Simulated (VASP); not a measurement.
# BN (P6_3mc) in VASP: notebook, part 2 of 2

VASP 6.6.1. Earlier steps stand in the parts before.

## 3. Single point, r2SCAN (strain +0.015 along x and y, -0.030 along z)

Contents of POSCAR:

```
BN
1.0
    2.5821260212      0.0000000000      0.0000000000
   -1.2910630106      2.2361867302      0.0000000000
    0.0000000000      0.0000000000      4.0815125866
B N
2 2
Direct
    0.6666666667      0.3333333333      0.9997995909
    0.3333333333      0.6666666667      0.4997995909
    0.6666666667      0.3333333333      0.6252004091
    0.3333333333      0.6666666667      0.1252004091
```

Contents of INCAR.step1:

```
SYSTEM = BN
ALGO = Normal
EDIFF = 1E-5
ENCUT = 1460
GGA = PE
GGA_COMPAT = .False.
ISMEAR = 0
LASPH = .True.
LCHARG = .False.
LREAL = .False.
LWAVE = .True.
NBANDS = 16
NELM = 120
PREC = Accurate
SIGMA = 0.05
```

Contents of INCAR.step2:

```
SYSTEM = BN
ALGO = Normal
EDIFF = 1E-6
ENCUT = 1460
GGA_COMPAT = .False.
ISIF = 2
ISMEAR = 0
ISTART = 1
LASPH = .True.
LCHARG = .False.
LMIXTAU = .True.
LREAL = .False.
LWAVE = .False.
METAGGA = R2SCAN
NBANDS = 16
NELM = 120
PREC = Accurate
SIGMA = 0.05
```

Contents of KPOINTS:

```
k-points
0
Gamma
  12 12 6
  0 0 0
```

Potentials or basis: VASP PAW PBE potentials, release 64 (B_h, N_h).

The run is started by

```sh
cat potpaw_PBE.64/B_h/POTCAR potpaw_PBE.64/N_h/POTCAR > POTCAR
cp INCAR.step1 INCAR
mpirun -np 1 vasp_std > vasp.out
cp INCAR.step2 INCAR
mpirun -np 1 vasp_std > vasp.out
```

OUTCAR:

```text
SYSTEM = BN
   EDIFF = 1E-6
   ENCUT = 1460
   ISIF = 2
   ISMEAR = 0
   ISTART = 1
   LASPH = .True.
   LREAL = .False.
   METAGGA = R2SCAN
   NELM = 120
   PREC = Accurate

 ion  position               nearest neighbor table
   1  0.667  0.333  1.000-
   2  0.333  0.667  0.500-
   3  0.667  0.333  0.625-
   4  0.333  0.667  0.125-

  LATTYP: Found a hexagonal cell.
 ALAT       =     2.5821260212
 C/A-ratio  =     1.5806790811

  Lattice vectors:

 A1 = (   2.5821260212,   0.0000000000,   0.0000000000)
 A2 = (  -1.2910630106,   2.2361867302,   0.0000000000)
 A3 = (   0.0000000000,   0.0000000000,   4.0815125866)

Analysis of symmetry for initial positions (statically):
=====================================================================
 Subroutine PRICEL returns:
 Original cell was already a primitive cell.

 Routine SETGRP: Setting up the symmetry group for a
 hexagonal supercell.

 Subroutine GETGRP returns: Found 12 space group operations
 (whereof  6 operations were pure point group operations)
 out of a pool of 24 trial point group operations.

The static configuration has the point symmetry C_3v.
 The point group associated with its full space group is C_6v.

Analysis of symmetry for dynamics (positions and initial velocities):
=====================================================================
 Subroutine PRICEL returns:
 Original cell was already a primitive cell.

 Routine SETGRP: Setting up the symmetry group for a
 hexagonal supercell.

 Subroutine GETGRP returns: Found 12 space group operations
 (whereof  6 operations were pure point group operations)
 out of a pool of 24 trial point group operations.
[... 114 lines left out ...]
   POTIM  = 0.5000    time-step for ionic-motion
   TEBEG  =    0.0;   TEEND  =   0.0 temperature during run
   PSTRESS=    0.0 pullay stress
   NELECT =      16.0000    total number of electrons
   NUPDOWN=      -1.0000    fix difference up-down
   EMIN   =  10.00;   EMAX   =-10.00  energy-range for DOS
   EFERMI =   0.00;   METHOD = LEGACY
   ISMEAR =     0;   SIGMA  =   0.05  broadening in eV -4-tet -1-fermi 0-gaus
   EFERMI_NEDOS =   21; number of points for ismear=-14 and -15
   IALGO  =     38    algorithm
   IMIX   =      4    mixing-type and parameters
     AMIX     =   0.40;   BMIX     =  1.00
     AMIX_MAG =   1.60;   BMIX_MAG =  1.00
  volume/ion in A,a.u.               =       5.89        39.76
  Fermi-wavevector in a.u.,A,eV,Ry     =   1.438840  2.719014 28.167619  2.070262
  Thomas-Fermi vector in A             =   2.557762
   LORBIT       =      0    0 simple, 1 ext, 2 COOP (PROOUT), +10 PAW based schemes
   METAGGA = R2SCAN    functional components
   LHFCALC =     F    Hartree Fock is set to
   AEXX    =    0.0000 exact exchange contribution
   IVDW    =     0    specifies the selected vdW correction
   LEPSILON=     F    determine dielectric tensor
   LRPA    =     F    only Hartree local field effects (RPA)
 non-spin polarized calculation
 Gauss-broadening in eV      SIGMA  =   0.05
  energy-cutoff  :     1460.00
  volume of cell :       23.57
 maximum number of plane-waves:      3018
   NGX = 17   NGY = 17   NGZ = 25

 number of electron      16.0000000 magnetization

 Free energy of the ion-electron system (eV)
  ---------------------------------------------------
  ext. energy  EPLUGINS =         0.00000000
  ---------------------------------------------------
  free energy    TOTEN  =       -38.22677775 eV

  energy without entropy =      -38.22677775  energy(sigma->0) =      -38.22677775

 E-fermi :   9.3370     XC(G=0): -13.7538

 val. band max:        9.0983950053   @ k =   0.0000   0.0000   0.0000
 cond. band min:      14.9923012331   @ k =   0.3333   0.3333   0.0000
 fundamental gap:      5.8939062278
 Fermi energy:         9.3369806183

 k-point     1 :       0.0000    0.0000    0.0000
  band No.  band energies     occupation
      1     -12.3790      2.00000
      2      -7.7215      2.00000
      3      -2.1023      2.00000
      4       6.5275      2.00000
      5       6.5275      2.00000
      6       8.9200      2.00000
[... 433 lines left out ...]
      3      -0.1850      2.00000
      4       1.5755      2.00000
      5       2.9880      2.00000
      6       4.3646      2.00000
[... 8 lines left out ...]
     15      26.2954      0.00000
     16      26.7884      0.00000

 [... further k-points ...]
[... 5 lines left out ...]
  --------------------------------------------------------------------------------------
  -------------------------------------------------------------------------------------
  Total       -2.1396316     -2.1396316      4.7442678      0.0000000      0.0000000      0.0000000
  in kB     -145.4597871   -145.4597871    322.5322458      0.0000000      0.0000000      0.0000000
  external PRESSURE =      10.5375572 kB  Pullay stress =       0.0000000 kB

 VOLUME and BASIS-vectors are now :
 -----------------------------------------------------------------------------
  energy-cutoff  :     1460.00
  volume of cell :       23.57
      direct lattice vectors                 reciprocal lattice vectors
     2.582126021  0.000000000  0.000000000     0.387277767  0.223594923  0.000000000
    -1.291063011  2.236186730  0.000000000     0.000000000  0.447189846  0.000000000
     0.000000000  0.000000000  4.081512587     0.000000000  0.000000000  0.245007207

 POSITION                                       TOTAL-FORCE (eV/Angst)
 -----------------------------------------------------------------------------------
      1.29106      0.74540      4.08069        -0.000000      0.000000      0.093795
     -0.00000      1.49079      2.03994         0.000000     -0.000000      0.093795
      1.29106      0.74540      2.55176         0.000000     -0.000000     -0.093795
     -0.00000      1.49079      0.51101        -0.000000     -0.000000     -0.093795
 -----------------------------------------------------------------------------------
    total drift:                                0.000000      0.000000     -0.006350

  FREE ENERGIE OF THE ION-ELECTRON SYSTEM (eV)
  ---------------------------------------------------
  free  energy   TOTEN  =       -38.2267777451 eV

  energy  without entropy=      -38.2267777451  energy(sigma->0) =      -38.22677775
```

Wall time 3.2 min (1 thread of Intel Xeon Platinum 8488C (Sapphire Rapids), shared host); peak memory 0.3 GiB.

What came out:

- Free energy: -38.2268 eV
- Pressure: 1.1 GPa
- Largest force: 0.094 eV/Å
- Band gap on the k mesh: 5.89 eV (least direct gap 8.60 eV)

Forces in eV/Å, atoms in the order of the input:
```
B    0.000  0.000  0.094
B    0.000  0.000  0.094
N    0.000  0.000 -0.094
N    0.000  0.000 -0.094
```

Stress tensor (GPa, compression positive):
```
-14.55   0.00   0.00
  0.00 -14.55   0.00
  0.00   0.00  32.25
```

Caveat: the cell differs from its parent crystal (strain +0.015 along x and y, -0.030 along z); the stress differs along the axes, from -15 to 32 GPa; the PAW data sets were made with another functional, which shifts forces and pressure a little. A k mesh can miss the band edges.

## 4. Single point, r2SCAN (strain +0.015 along x and y, +0.000 along z)

Changes to POSCAR since step 3:

```diff
@@ -4,3 +4,3 @@
    -1.2910630106      2.2361867302      0.0000000000
-    0.0000000000      0.0000000000      4.0815125866
+    0.0000000000      0.0000000000      4.2077449346
 B N
```

Contents of INCAR.step1:

```
ALGO     = Normal         # electronic algorithm
EDIFF    = 1E-5           # SCF threshold, eV
ENCUT    = 1460           # plane-wave cutoff, eV
GGA      = PE             # functional
GGA_COMPAT= F            
ISMEAR   = 0              # smearing method
LASPH    = T              # aspherical terms in the spheres
LCHARG   = F              # write CHGCAR
LREAL    = F              # projectors in reciprocal space
LWAVE    = T              # write WAVECAR
NBANDS   = 16             # bands
NELM     = 120            # most SCF steps
PREC     = Accurate       # precision mode
SIGMA    = 0.05           # smearing width, eV
```

Contents of INCAR.step2:

```
ALGO     = Normal         # electronic algorithm
EDIFF    = 1E-6           # SCF threshold, eV
ENCUT    = 1460           # plane-wave cutoff, eV
GGA_COMPAT= F            
ISIF     = 2              # what is computed and relaxed
ISMEAR   = 0              # smearing method
ISTART   = 1            
LASPH    = T              # aspherical terms in the spheres
LCHARG   = F              # write CHGCAR
LMIXTAU  = T            
LREAL    = F              # projectors in reciprocal space
LWAVE    = F              # write WAVECAR
METAGGA  = R2SCAN         # meta-GGA
NBANDS   = 16             # bands
NELM     = 120            # most SCF steps
PREC     = Accurate       # precision mode
SIGMA    = 0.05           # smearing width, eV
```

Contents of KPOINTS:

```
k-points
0
Gamma
  12 12 6
```

The run is started by

```sh
cat potpaw_PBE.64/B_h/POTCAR potpaw_PBE.64/N_h/POTCAR > POTCAR
cp INCAR.step1 INCAR
mpirun -np 1 vasp_std > vasp.out
cp INCAR.step2 INCAR
mpirun -np 1 vasp_std > vasp.out
```

It took 5 min on 1 thread of AMD EPYC 7R13 (Zen 3), shared host; peak memory 0.27 GiB.

It converged, with:

* Free energy: -38.2938 eV
* Pressure: -11.3 GPa
* Largest force: 0.005 eV/Å
* Band gap on the k mesh: 5.82 eV (least direct gap 8.73 eV)

Forces in eV/Å, atoms in the order of the input:
```
B    0.000  0.000  0.005
B    0.000  0.000  0.005
N    0.000  0.000 -0.005
N    0.000  0.000 -0.005
```

Stress tensor (GPa, compression positive):
```
-15.93   0.00   0.00
  0.00 -15.93   0.00
  0.00   0.00  -2.08
```

Levels at points of the mesh, in eV from the valence-band top:
```tsv
k point	band 5	band 6	band 7	band 8	band 9	band 10	band 11	band 12
(0.00, 0.00, 0.00)	-2.25	-0.22	0.00	0.00	8.83	8.83	9.54	9.64
(0.50, 0.00, 0.00)	-7.05	-5.11	-4.41	-2.07	7.04	8.61	11.13	11.87
(0.00, 0.00, 0.50)	-1.25	-1.25	-1.25	-1.25	9.74	9.74	10.45	10.45
(0.50, 0.00, 0.50)	-3.83	-3.83	-3.55	-3.55	7.13	7.13	10.60	10.60
```

Caveat: the cell differs from its parent crystal (strain +0.015 along x and y, +0.000 along z); the stress differs along the axes, from -16 to -2 GPa; the PAW data sets were made with another functional, which shifts forces and pressure a little. A k mesh can miss the band edges.

## 5. Single point, r2SCAN (strain +0.030 along x and y, -0.030 along z)

Contents of POSCAR:

```
BN
1.0
    2.6202855191      0.0000000000      0.0000000000
   -1.3101427595      2.2692338247      0.0000000000
    0.0000000000      0.0000000000      4.0815125866
B N
2 2
Direct
    0.6666666667      0.3333333333      0.9997995909
    0.3333333333      0.6666666667      0.4997995909
    0.6666666667      0.3333333333      0.6252004091
    0.3333333333      0.6666666667      0.1252004091
```

Contents of INCAR.step1:

```
SYSTEM = BN
  PREC = Accurate
  ENCUT = 1460
  ISMEAR = 0
  SIGMA = 0.05
  LREAL = .False.
  LASPH = .True.
  NELM = 120
  NBANDS = 16
  GGA = PE
  ALGO = Normal
  EDIFF = 1E-5
  LWAVE = .True.
  LCHARG = .False.
  GGA_COMPAT = .False.
```

Contents of INCAR.step2:

```
SYSTEM = BN
  PREC = Accurate
  ENCUT = 1460
  EDIFF = 1E-6
  ISMEAR = 0
  SIGMA = 0.05
  LREAL = .False.
  LASPH = .True.
  NELM = 120
  ALGO = Normal
  ISIF = 2
  LWAVE = .False.
  LCHARG = .True.
  METAGGA = R2SCAN
  LMIXTAU = .True.
  LELF = .True.
  LVHAR = .True.
  NBANDS = 16
  ISTART = 1
  GGA_COMPAT = .False.
```

Contents of KPOINTS:

```
Automatic mesh
0
Gamma
  12 12 6
  0 0 0
```

The run is started by

```sh
cat potpaw_PBE.64/B_h/POTCAR potpaw_PBE.64/N_h/POTCAR > POTCAR
cp INCAR.step1 INCAR
mpirun -np 1 vasp_std > vasp.out
cp INCAR.step2 INCAR
mpirun -np 1 vasp_std > vasp.out
```

Run time: 3.6 min. Hardware: 1 thread of Intel Xeon 6975P-C (Granite Rapids), shared host; peak memory 0.34 GiB.

It converged, with:

| Item | Value |
| --- | --- |
| Free energy | -38.1333 eV |
| Pressure | -9.1 GPa |
| Largest force | 0.096 eV/Å |
| Band gap on the k mesh | 5.97 eV (least direct gap 8.29 eV) |

Forces in eV/Å, atoms in the order of the input:
```
B    0.000  0.000  0.096
B    0.000  0.000  0.096
N    0.000  0.000 -0.096
N    0.000  0.000 -0.096
```

Stress tensor (GPa, compression positive):
```
-28.31   0.00   0.00
  0.00 -28.31   0.00
  0.00   0.00  29.43
```

Levels at points of the mesh, in eV from the valence-band top:
```tsv
k point	band 4	band 5	band 6	band 7	band 8	band 9	band 10	band 11	band 12	band 13
(0.00, 0.00, 0.00)	-2.62	-2.62	-0.18	0.00	0.00	8.41	8.41	8.64	10.28	11.34
(0.50, 0.00, 0.00)	-7.45	-7.13	-5.39	-4.53	-1.87	6.55	8.88	10.83	11.72	15.27
(0.00, 0.00, 0.50)	-5.34	-1.46	-1.46	-1.46	-1.46	9.08	9.08	10.16	10.16	10.16
(0.50, 0.00, 0.50)	-10.17	-3.93	-3.93	-3.33	-3.33	7.13	7.13	11.01	11.01	15.00
```

Caveat: the cell differs from its parent crystal (strain +0.030 along x and y, -0.030 along z); the stress differs along the axes, from -28 to 29 GPa; the PAW data sets were made with another functional, which shifts forces and pressure a little. A k mesh can miss the band edges.

## 6. The runs side by side

```csv
cell,gap on the mesh (eV),pressure (GPa),largest force (eV/Å)
"a = 2.468, b = 2.468, c = 4.334 Å, angles 90.0, 90.0, 120.0°, 4 atoms",5.45,14.2,0.06
"a = 2.582, b = 2.582, c = 4.082 Å, angles 90.0, 90.0, 120.0°, 4 atoms",5.89,1.1,0.09
"a = 2.582, b = 2.582, c = 4.208 Å, angles 90.0, 90.0, 120.0°, 4 atoms",5.82,-11.3,-
"a = 2.620, b = 2.620, c = 4.082 Å, angles 90.0, 90.0, 120.0°, 4 atoms",5.97,-9.1,0.10
```

Alike in all rows: task single point; level r2SCAN; potentials or basis VASP PAW PBE potentials, release 64 (B_h, N_h); no spin polarisation; k mesh 12 × 12 × 6; cutoff (eV) 1460; smearing gaussian 0.05 eV.

Caveats: the PAW data sets were made with another functional, which shifts forces and pressure a little; the stress differs along the axes, from -28 to 35 GPa (at least some runs); the stress differs along the axes, from -15 to 32 GPa (at least some runs); the stress differs along the axes, from -16 to -2 GPa (at least some runs); the stress differs along the axes, from -28 to 29 GPa (at least some runs).

Total energies depend on the potentials used, so only differences within one code and one set of settings carry meaning.
